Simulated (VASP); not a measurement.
# Zr3H2 in VASP: a series of runs, part 2 of 3

VASP 6.6.1.

## (3) Single point, PBE

The input, INCAR:

```
ALGO     = Fast           # electronic algorithm
EDIFF    = 1E-6           # SCF threshold, eV
ENCUT    = 520            # plane-wave cutoff, eV
GGA      = PE             # functional
ISIF     = 2              # what is computed and relaxed
ISMEAR   = 0              # smearing method
LASPH    = T              # aspherical terms in the spheres
LCHARG   = F              # write CHGCAR
LREAL    = F              # projectors in reciprocal space
LWAVE    = F              # write WAVECAR
NBANDS   = 27             # bands
NELM     = 60             # most SCF steps
PREC     = Accurate       # precision mode
SIGMA    = 0.1            # smearing width, eV
```

The input, KPOINTS:

```
k-points
0
Gamma
  6 6 12
```

The input, POSCAR:

```
Zr3H2
1.0
    5.9534621273      0.0000000000      0.0000000000
   -2.9767310636      5.1558494427      0.0000000000
    0.0000000000      0.0000000000      2.9516245562
Zr H
3 2
Direct
    0.5000000000      0.0000000000      0.5000000000
    0.0000000000      0.5000000000      0.5000000000
    0.5000000000      0.5000000000      0.5000000000
    0.6666666667      0.3333333333      0.0000000000
    0.3333333333      0.6666666667      0.0000000000
```

Potentials or basis: VASP PAW PBE potentials, release 64 (Zr_sv, H).

Started as:

```bash
$ cat potpaw_PBE.64/Zr_sv/POTCAR potpaw_PBE.64/H/POTCAR > POTCAR
$ mpirun -np 1 vasp_std > vasp.out
```

OUTCAR:

```text
EDIFF = 1E-6
   ENCUT = 520
   GGA = PE
   ISIF = 2
   ISMEAR = 0
   LASPH = T
   LREAL = F
   NELM = 60
   PREC = Accurate

 ion  position               nearest neighbor table
   1  0.500  0.000  0.500-   4 2.27   5 2.27   4 2.27   5 2.27   3 2.98   3 2.98   2 2.98   2 2.98

   2  0.000  0.500  0.500-   4 2.27   5 2.27   4 2.27   5 2.27   3 2.98   3 2.98   1 2.98   1 2.98

   3  0.500  0.500  0.500-   4 2.27   5 2.27   4 2.27   5 2.27   1 2.98   1 2.98   2 2.98   2 2.98

   4  0.667  0.333  0.000-   1 2.27   1 2.27   2 2.27   2 2.27   3 2.27   3 2.27
   5  0.333  0.667  0.000-   1 2.27   1 2.27   2 2.27   2 2.27   3 2.27   3 2.27

  LATTYP: Found a hexagonal cell.
 ALAT       =     5.9534621273
 C/A-ratio  =     0.4957828727

  Lattice vectors:

 A1 = (   5.9534621273,   0.0000000000,   0.0000000000)
 A2 = (  -2.9767310636,   5.1558494427,   0.0000000000)
 A3 = (   0.0000000000,   0.0000000000,   2.9516245562)

Analysis of symmetry for initial positions (statically):
=====================================================================
 Subroutine PRICEL returns:
 Original cell was already a primitive cell.

 Routine SETGRP: Setting up the symmetry group for a
 hexagonal supercell.

 Subroutine GETGRP returns: Found 24 space group operations
 (whereof 24 operations were pure point group operations)
 out of a pool of 24 trial point group operations.

The static configuration has the point symmetry D_6h.

Analysis of symmetry for dynamics (positions and initial velocities):
=====================================================================
 Subroutine PRICEL returns:
 Original cell was already a primitive cell.

 Routine SETGRP: Setting up the symmetry group for a
 hexagonal supercell.

 Subroutine GETGRP returns: Found 24 space group operations
 (whereof 24 operations were pure point group operations)
 out of a pool of 24 trial point group operations.

The dynamic configuration has the point symmetry D_6h.

 Subroutine INISYM returns: Found 24 space group operations
 (whereof 24 operations are pure point group operations),
 and found     1 'primitive' translations

----------------------------------------------------------------------------------------

                                     Primitive cell

  volume of cell :      90.6006

  direct lattice vectors                    reciprocal lattice vectors
     5.953462127  0.000000000  0.000000000     0.167969490  0.096977231  0.000000000
    -2.976731064  5.155849443  0.000000000     0.000000000  0.193954461  0.000000000
     0.000000000  0.000000000  2.951624556     0.000000000  0.000000000  0.338796477

  length of vectors
     5.953462127  5.953462127  2.951624556     0.193954461  0.193954461  0.338796477

  position of ions in fractional coordinates (direct lattice)
     0.500000000  0.000000000  0.500000000
     1.000000000  0.500000000  0.500000000
     0.500000000  0.500000000  0.500000000
     0.666666667  0.333333333  0.000000000
     0.333333333  0.666666667  0.000000000

  ion indices of the primitive-cell ions
   primitive index   ion index
                 1           1
                 2           2
                 3           3
[... 27 lines left out ...]
 Found     49 irreducible k-points:

 Following reciprocal coordinates:
            Coordinates               Weight
  0.000000  0.000000  0.000000      1.000000
  0.166667  0.000000  0.000000      6.000000
  0.333333  0.000000  0.000000      6.000000
  0.500000  0.000000  0.000000      3.000000
  0.166667  0.166667  0.000000      6.000000
  0.333333  0.166667  0.000000     12.000000
[... 16 lines left out ...]
  0.166667  0.000000  0.250000     12.000000
  0.333333  0.000000  0.250000     12.000000
 [... further k-points ...]
   k-points           NKPTS =     49   k-points in BZ     NKDIM =     49   number of bands    NBANDS=     27
   number of dos      NEDOS =    301   number of ions     NIONS =      5
   total plane-waves  NPLWV =  55296
   dimension x,y,z NGX =    48 NGY =   48 NGZ =   24
   dimension x,y,z NGXF=    96 NGYF=   96 NGZF=   48
   ions per type =               3   2
   NGX,Y,Z   is equivalent  to a cutoff of  13.40, 13.40, 13.52 a.u.
   NGXF,Y,Z  is equivalent  to a cutoff of  26.81, 26.81, 27.04 a.u.
 SYSTEM =  unknown system
   PREC   = accura    normal or accurate (medium, high low for compatibility)
   ISTART =      0    job   : 0-new  1-cont  2-samecut
   ICHARG =      2    charge: 1-file 2-atom 10-const
   ISPIN  =      1    spin polarized calculation?
   LNONCOLLINEAR =      F non collinear calculations
   LSORBIT =      F    spin-orbit coupling
   LASPH  =      T    aspherical Exc in radial PAW
   ENCUT  =  520.0 eV  38.22 Ry    6.18 a.u.  11.07 11.07  5.49*2*pi/ulx,y,z
   NELM   =     60;   NELMIN=  2; NELMDL= -5     # of ELM steps
   EDIFF  = 0.1E-05   stopping-criterion for ELM
   LREAL  =      F    real-space projection
   EDIFFG = 0.1E-04   stopping-criterion for IOM
   NSW    =      0    number of steps for IOM
   IBRION =     -1    ionic relax: 0-MD 1-quasi-New 2-CG
   NFREE  =      0    steps in history (QN), initial steepest desc. (CG)
   ISIF   =      2    stress and relaxation
   ISYM   =      2    0-nonsym 1-usesym 2-fastsym
   POTIM  = 0.5000    time-step for ionic-motion
   TEBEG  =    0.0;   TEEND  =   0.0 temperature during run
   PSTRESS=    0.0 pullay stress
   NELECT =      38.0000    total number of electrons
   NUPDOWN=      -1.0000    fix difference up-down
   EMIN   =  10.00;   EMAX   =-10.00  energy-range for DOS
   EFERMI =   0.00;   METHOD = LEGACY
   ISMEAR =     0;   SIGMA  =   0.10  broadening in eV -4-tet -1-fermi 0-gaus
   EFERMI_NEDOS =   21; number of points for ismear=-14 and -15
   IALGO  =     68    algorithm
   IMIX   =      4    mixing-type and parameters
     AMIX     =   0.40;   BMIX     =  1.00
     AMIX_MAG =   1.60;   BMIX_MAG =  1.00
  volume/ion in A,a.u.               =      18.12       122.28
  Fermi-wavevector in a.u.,A,eV,Ry     =   1.225441  2.315748 20.431944  1.501705
  Thomas-Fermi vector in A             =   2.360479
   LORBIT       =      0    0 simple, 1 ext, 2 COOP (PROOUT), +10 PAW based schemes
   GGA     = PE    functional components
   LHFCALC =     F    Hartree Fock is set to
   AEXX    =    0.0000 exact exchange contribution
   IVDW    =     0    specifies the selected vdW correction
   LEPSILON=     F    determine dielectric tensor
   LRPA    =     F    only Hartree local field effects (RPA)
 non-spin polarized calculation
 RMM-DIIS sequential band-by-band and
 Gauss-broadening in eV      SIGMA  =   0.10
  energy-cutoff  :      520.00
  volume of cell :       90.60
 maximum number of plane-waves:      2471
 NGX is ok and might be reduce to    48
   NGX = 23   NGY = 23   NGZ = 11

 number of electron      37.9999999 magnetization

 Free energy of the ion-electron system (eV)
  ---------------------------------------------------
  ext. energy  EPLUGINS =         0.00000000
  ---------------------------------------------------
  free energy    TOTEN  =       -30.44538540 eV

  energy without entropy =      -30.41869334  energy(sigma->0) =      -30.43203937

 E-fermi :   6.3181     XC(G=0):  -9.9113

 val. band max:        6.3138248638   @ k =   0.5000   0.0000   0.4167
 cond. band min:       6.3194413255   @ k =   0.3333   0.1667   0.5000
 fundamental gap:      0.0056164617
 Fermi energy:         6.3180671325

 k-point     1 :       0.0000    0.0000    0.0000
  band No.  band energies     occupation
      1     -42.4411      2.00000
      2     -42.2707      2.00000
      3     -42.2707      2.00000
      4     -21.2591      2.00000
      5     -20.7337      2.00000
      6     -20.7337      2.00000
[... 709 lines left out ...]
     26       8.9874      0.00000
     27       9.2899      0.00000

 [... further k-points ...]

------------------------ aborting loop because EDIFF is reached ----------------------------------------

  FORCE on cell =-STRESS in cart. coord.  units (eV):
  Direction    XX          YY          ZZ          XY          YZ          ZX
  --------------------------------------------------------------------------------------
  -------------------------------------------------------------------------------------
  Total       -0.0123980     -0.0123980     -0.0093452     -0.0000000      0.0000000      0.0000000
  in kB       -0.2192464     -0.2192464     -0.1652594     -0.0000000      0.0000000      0.0000000
  external PRESSURE =      -0.2012507 kB  Pullay stress =       0.0000000 kB

 VOLUME and BASIS-vectors are now :
 -----------------------------------------------------------------------------
  energy-cutoff  :      520.00
  volume of cell :       90.60
      direct lattice vectors                 reciprocal lattice vectors
     5.953462127  0.000000000  0.000000000     0.167969490  0.096977231  0.000000000
    -2.976731064  5.155849443  0.000000000     0.000000000  0.193954461  0.000000000
     0.000000000  0.000000000  2.951624556     0.000000000  0.000000000  0.338796477

 POSITION                                       TOTAL-FORCE (eV/Angst)
 -----------------------------------------------------------------------------------
      2.97673      0.00000      1.47581         0.000000     -0.000000      0.000000
     -1.48837      2.57792      1.47581        -0.000000     -0.000000      0.000000
      1.48837      2.57792      1.47581         0.000000     -0.000000      0.000000
      2.97673      1.71862      0.00000        -0.000000      0.000000      0.000000
     -0.00000      3.43723      0.00000         0.000000     -0.000000      0.000000
 -----------------------------------------------------------------------------------
    total drift:                               -0.000000      0.000000     -0.000000

  FREE ENERGIE OF THE ION-ELECTRON SYSTEM (eV)
  ---------------------------------------------------
  free  energy   TOTEN  =       -30.4453853995 eV

  energy  without entropy=      -30.4186933415  energy(sigma->0) =      -30.43203937
```

Wall time 4.5 min (1 thread of Oxide Virtual Turin-like, shared host); peak memory 0.25 GiB.

Results:

| Property | Result |
| --- | --- |
| Free energy | -30.4454 eV |
| Pressure | 0.0 GPa |
| Band gap on the k mesh | zero (bands 19 and 20 overlap by 1.39 eV) |

[end of part 2 of 3]

The gap in the log of VASP goes by the Fermi energy; the results here count the filled bands.